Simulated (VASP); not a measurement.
# MgO (Fm-3m) in VASP: notebook

The runs below take MgO through single point, with PBEsol.

All numbers are computed with VASP 6.6.1; they aren't measurements. Logs are shortened: lines on timing, memory, paths and dates and some standing lists are left out, and cuts for length are marked.

### Step 1. The cell of the first run

It takes space group Fm-3m (No. 225, cubic). The conventional cell has a = 4.270 Å, b = 4.270 Å, c = 4.270 Å, α = 90.00°, β = 90.00°, γ = 90.00°. Mg (site symmetry m-3m) has 6 O at 2.14 Å within 2.8 Å. O (site symmetry m-3m) has 6 Mg at 2.14 Å within 2.8 Å.

### Step 2. Single point, PBEsol

Input file INCAR:

```
PREC     = Accurate       # precision mode
ENCUT    = 520            # plane-wave cutoff, eV
EDIFF    = 1E-7           # SCF threshold, eV
ISMEAR   = 0              # smearing method
SIGMA    = 0.05           # smearing width, eV
LREAL    = False          # projectors in reciprocal space
LASPH    = True           # aspherical terms in the spheres
NELM     = 60             # most SCF steps
ALGO     = Normal         # electronic algorithm
ISIF     = 2              # what is computed and relaxed
LWAVE    = False          # write WAVECAR
LCHARG   = False          # write CHGCAR
GGA      = PS             # functional
NBANDS   = 11             # bands
```

Input file KPOINTS:

```
regular mesh
0
Gamma
  10 10 10
```

Input file POSCAR:

```
MgO
1.0
    0.0000000000      2.1351500000      2.1351500000
    2.1351500000      0.0000000000      2.1351500000
    2.1351500000      2.1351500000      0.0000000000
Mg O
1 1
Direct
    0.0000000000      0.0000000000      0.0000000000
    0.5000000000      0.5000000000      0.5000000000
```

Potentials or basis: VASP PAW PBE potentials, release 64 (Mg, O).

On the command line:

```console
cat potpaw_PBE.64/Mg/POTCAR potpaw_PBE.64/O/POTCAR > POTCAR
mpirun -np 1 vasp_std > vasp.out
```

OUTCAR:

```text
PREC = Accurate
   ENCUT = 520
   EDIFF = 1E-7
   ISMEAR = 0
   LREAL = False
   LASPH = True
   NELM = 60
   ISIF = 2
   GGA = PS

 ion  position               nearest neighbor table
   1  0.000  0.000  0.000-   2 2.14   2 2.14   2 2.14   2 2.14   2 2.14   2 2.14
   2  0.500  0.500  0.500-   1 2.14   1 2.14   1 2.14   1 2.14   1 2.14   1 2.14

  LATTYP: Found a face centered cubic cell.
 ALAT       =     4.2703000000

  Lattice vectors:

 A1 = (   0.0000000000,   2.1351500000,   2.1351500000)
 A2 = (   2.1351500000,   0.0000000000,   2.1351500000)
 A3 = (   2.1351500000,   2.1351500000,   0.0000000000)

Analysis of symmetry for initial positions (statically):
=====================================================================
 Subroutine PRICEL returns:
 Original cell was already a primitive cell.

 Routine SETGRP: Setting up the symmetry group for a
 face centered cubic supercell.

 Subroutine GETGRP returns: Found 48 space group operations
 (whereof 48 operations were pure point group operations)
 out of a pool of 48 trial point group operations.

The static configuration has the point symmetry O_h .

Analysis of symmetry for dynamics (positions and initial velocities):
=====================================================================
 Subroutine PRICEL returns:
 Original cell was already a primitive cell.

 Routine SETGRP: Setting up the symmetry group for a
 face centered cubic supercell.

 Subroutine GETGRP returns: Found 48 space group operations
 (whereof 48 operations were pure point group operations)
 out of a pool of 48 trial point group operations.

The dynamic configuration has the point symmetry O_h .

 Subroutine INISYM returns: Found 48 space group operations
 (whereof 48 operations are pure point group operations),
 and found     1 'primitive' translations

----------------------------------------------------------------------------------------

                                     Primitive cell

  volume of cell :      19.4677

  direct lattice vectors                    reciprocal lattice vectors
     0.000000000  2.135150000  2.135150000    -0.234175585  0.234175585  0.234175585
     2.135150000  0.000000000  2.135150000     0.234175585 -0.234175585  0.234175585
     2.135150000  2.135150000  0.000000000     0.234175585  0.234175585 -0.234175585

  length of vectors
     3.019558088  3.019558088  3.019558088     0.405604011  0.405604011  0.405604011

  position of ions in fractional coordinates (direct lattice)
     0.000000000  0.000000000  0.000000000
     0.500000000  0.500000000  0.500000000

  ion indices of the primitive-cell ions
   primitive index   ion index
                 1           1
                 2           2

[... 84 lines left out ...]
   EMIN   =  10.00;   EMAX   =-10.00  energy-range for DOS
   EFERMI =   0.00;   METHOD = LEGACY
   ISMEAR =     0;   SIGMA  =   0.05  broadening in eV -4-tet -1-fermi 0-gaus
   EFERMI_NEDOS =   21; number of points for ismear=-14 and -15
   IALGO  =     38    algorithm
   IMIX   =      4    mixing-type and parameters
     AMIX     =   0.40;   BMIX     =  1.00
     AMIX_MAG =   1.60;   BMIX_MAG =  1.00
  volume/ion in A,a.u.               =       9.73        65.69
  Fermi-wavevector in a.u.,A,eV,Ry     =   1.217119  2.300022 20.155386  1.481379
  Thomas-Fermi vector in A             =   2.352450
   LORBIT       =      0    0 simple, 1 ext, 2 COOP (PROOUT), +10 PAW based schemes
   GGA     = PS    functional components
   LHFCALC =     F    Hartree Fock is set to
   AEXX    =    0.0000 exact exchange contribution
   IVDW    =     0    specifies the selected vdW correction
   LEPSILON=     F    determine dielectric tensor
   LRPA    =     F    only Hartree local field effects (RPA)
 non-spin polarized calculation
 Gauss-broadening in eV      SIGMA  =   0.05
  energy-cutoff  :      520.00
  volume of cell :       19.47
 maximum number of plane-waves:       544
   NGX = 11   NGY = 11   NGZ = 11

 number of electron       8.0000002 magnetization

 Free energy of the ion-electron system (eV)
  ---------------------------------------------------
  ext. energy  EPLUGINS =         0.00000000
  ---------------------------------------------------
  free energy    TOTEN  =       -12.49684385 eV

  energy without entropy =      -12.49684385  energy(sigma->0) =      -12.49684385

 E-fermi :   3.0498     XC(G=0): -11.1127

 val. band max:        2.7649296459   @ k =   0.0000   0.0000   0.0000
 cond. band min:       7.0120813238   @ k =   0.0000   0.0000   0.0000
 fundamental gap:      4.2471516779
 Fermi energy:         3.0497957754

 k-point     1 :       0.0000    0.0000    0.0000
  band No.  band energies     occupation
      1     -14.2324      2.00000
      2       2.7649      2.00000
      3       2.7649      2.00000
      4       2.7649      2.00000
      5       7.0121      0.00000
      6      18.1681      0.00000
      7      18.1681      0.00000
      8      18.1681      0.00000
      9      21.9039      0.00000
     10      23.7397      0.00000
     11      23.7397      0.00000
[... 309 lines left out ...]
 k-point    24 :       0.4000    0.3000    0.0000
  band No.  band energies     occupation
      1     -13.0597      2.00000
      2      -0.7287      2.00000
      3       1.5011      2.00000
      4       1.7144      2.00000
      5      11.8419      0.00000
      6      12.6351      0.00000
      7      15.8156      0.00000
      8      20.2781      0.00000
      9      20.4760      0.00000
     10      27.0273      0.00000
     11      28.8447      0.00000

 [... further k-points ...]

------------------------ aborting loop because EDIFF is reached ----------------------------------------

  FORCE on cell =-STRESS in cart. coord.  units (eV):
  Direction    XX          YY          ZZ          XY          YZ          ZX
  --------------------------------------------------------------------------------------
  -------------------------------------------------------------------------------------
  Total       -0.7670401     -0.7670401     -0.7670401     -0.0000000      0.0000000     -0.0000000
  in kB      -63.1267607    -63.1267607    -63.1267607     -0.0000000      0.0000000     -0.0000000
  external PRESSURE =     -63.1267607 kB  Pullay stress =       0.0000000 kB

 VOLUME and BASIS-vectors are now :
 -----------------------------------------------------------------------------
  energy-cutoff  :      520.00
  volume of cell :       19.47
      direct lattice vectors                 reciprocal lattice vectors
     0.000000000  2.135150000  2.135150000    -0.234175585  0.234175585  0.234175585
     2.135150000  0.000000000  2.135150000     0.234175585 -0.234175585  0.234175585
     2.135150000  2.135150000  0.000000000     0.234175585  0.234175585 -0.234175585

 POSITION                                       TOTAL-FORCE (eV/Angst)
 -----------------------------------------------------------------------------------
      0.00000      0.00000      0.00000         0.000000      0.000000     -0.000000
      2.13515      2.13515      2.13515         0.000000      0.000000      0.000000
 -----------------------------------------------------------------------------------
    total drift:                               -0.000000     -0.000000      0.000000

  FREE ENERGIE OF THE ION-ELECTRON SYSTEM (eV)
  ---------------------------------------------------
  free  energy   TOTEN  =       -12.4968438541 eV

  energy  without entropy=      -12.4968438541  energy(sigma->0) =      -12.49684385
```

OSZICAR:

```text
N       E                     dE             d eps       ncg     rms          rms(c)
DAV:   1     0.143533686263E+02    0.14353E+02   -0.45199E+03  1178   0.647E+02
DAV:   2    -0.132217655328E+02   -0.27575E+02   -0.27082E+02  1192   0.138E+02
DAV:   3    -0.138745960286E+02   -0.65283E+00   -0.65249E+00  1242   0.182E+01
DAV:   4    -0.138763361241E+02   -0.17401E-02   -0.17401E-02  1115   0.106E+00
DAV:   5    -0.138763417719E+02   -0.56479E-05   -0.56479E-05  1220   0.586E-02    0.663E+00
DAV:   6    -0.125360497180E+02    0.13403E+01   -0.78949E+00  1070   0.150E+01    0.226E+00
DAV:   7    -0.125111656333E+02    0.24884E-01   -0.60202E-02  1118   0.215E+00    0.131E+00
DAV:   8    -0.124972972108E+02    0.13868E-01   -0.26954E-02  1085   0.183E+00    0.240E-01
DAV:   9    -0.124969525764E+02    0.34463E-03   -0.41463E-04  1175   0.143E-01    0.150E-01
DAV:  10    -0.124968417315E+02    0.11084E-03   -0.51655E-04  1139   0.170E-01    0.529E-03
DAV:  11    -0.124968433602E+02   -0.16287E-05   -0.55382E-06  1154   0.159E-02    0.362E-03
DAV:  12    -0.124968438289E+02   -0.46863E-06   -0.11778E-07  1065   0.335E-03    0.900E-04
DAV:  13    -0.124968438541E+02   -0.25251E-07   -0.51236E-08   568   0.158E-03
   1 F= -.12496844E+02 E0= -.12496844E+02  d E =-.676877E-18
```

stdout:

```text
POSCAR found type information on POSCAR MgO
 POSCAR found :  2 types and       2 ions
 scaLAPACK will be used
 -----------------------------------------------------------------------------
|                                                                             |
|                                                                             |
|     You enforced a specific xc type in the INCAR file but a different       |
|     I HOPE YOU KNOW WHAT YOU ARE DOING!                                     |
|                                                                             |
 -----------------------------------------------------------------------------

 LDA part: xc-table for (Slater+PW92), standard interpolation
 POSCAR, INCAR and KPOINTS ok, starting setup
 FFT: planning ... GRIDC
 FFT: planning ... GRID_SOFT
 FFT: planning ... GRID
 WAVECAR not read
 entering main loop
```

Wall time 3.8 s (1 thread of Intel Xeon 6975P-C (Granite Rapids), shared host); peak memory 0.14 GiB.

What came out:

```
Free energy            : -12.4968 eV
Pressure               : -6.3 GPa
Band gap on the k mesh : 4.25 eV, direct
```

Caveat: the PAW data sets were made with another functional, which shifts forces and pressure a little.

### Step 3. Single point, PBEsol

This run uses another cell than the first one: it holds 12 atoms, not 2.

Input file INCAR:

```
SYSTEM = MgO
PREC = Accurate
ENCUT = 520
EDIFF = 1E-7
ISMEAR = 0
SIGMA = 0.05
LREAL = .FALSE.
LASPH = .TRUE.
NELM = 80
ALGO = Normal
ISIF = 2
LWAVE = .FALSE.
LCHARG = .FALSE.
GGA = PS
NBANDS = 36
```

Input file KPOINTS:

```
regular mesh
0
G
  9 9 2
  0 0 0
```

Input file POSCAR:

```
MgO
1.0
    2.1351500000     -2.1351500000      0.0000000000
    2.1351500000      0.0000000000     -2.1351500000
    8.5406000000      8.5406000000      8.5406000000
Mg O
6 6
Direct
    0.6666666667      0.6666666667      0.1666666667
    0.0000000000      0.0000000000      0.0000000000
    0.3333333333      0.3333333333      0.3333333333
    0.6666666667      0.6666666667      0.6666666667
    0.0000000000      0.0000000000      0.5000000000
    0.3333333333      0.3333333333      0.8333333333
    0.6666666667      0.6666666667      0.4166666667
    0.0000000000      0.0000000000      0.2500000000
    0.3333333333      0.3333333333      0.5833333333
    0.6666666667      0.6666666667      0.9166666667
    1.0000000000      1.0000000000      0.7500000000
    0.3333333333      0.3333333333      0.0833333333
```

Potentials or basis: VASP PAW PBE potentials, release 64 (Mg, O).

On the command line:

```console
cat potpaw_PBE.64/Mg/POTCAR potpaw_PBE.64/O/POTCAR > POTCAR
mpirun -np 1 vasp_std > vasp.out
```

It took 2.7 min on 1 thread of AMD EPYC 7R43 (Zen 3), shared host; peak memory 0.23 GiB.

Results (log left out):

| Property | Result |
| --- | --- |
| Free energy | -74.9811 eV |
| Pressure | -6.3 GPa |
| Band gap on the k mesh | 4.25 eV |

Levels at points of the mesh, in eV from the valence-band top:
| k point | band 22 | band 23 | band 24 | band 25 | band 26 | band 27 |
| --- | --- | --- | --- | --- | --- | --- |
| (0.00, 0.00, 0.00) | 0.00 | 0.00 | 0.00 | 4.25 | 5.68 | 5.68 |
| (0.00, 0.00, 0.50) | -0.04 | -0.04 | -0.04 | 4.71 | 4.71 | 6.62 |

Caveat: the PAW data sets were made with another functional, which shifts forces and pressure a little. A k mesh can miss the band edges.
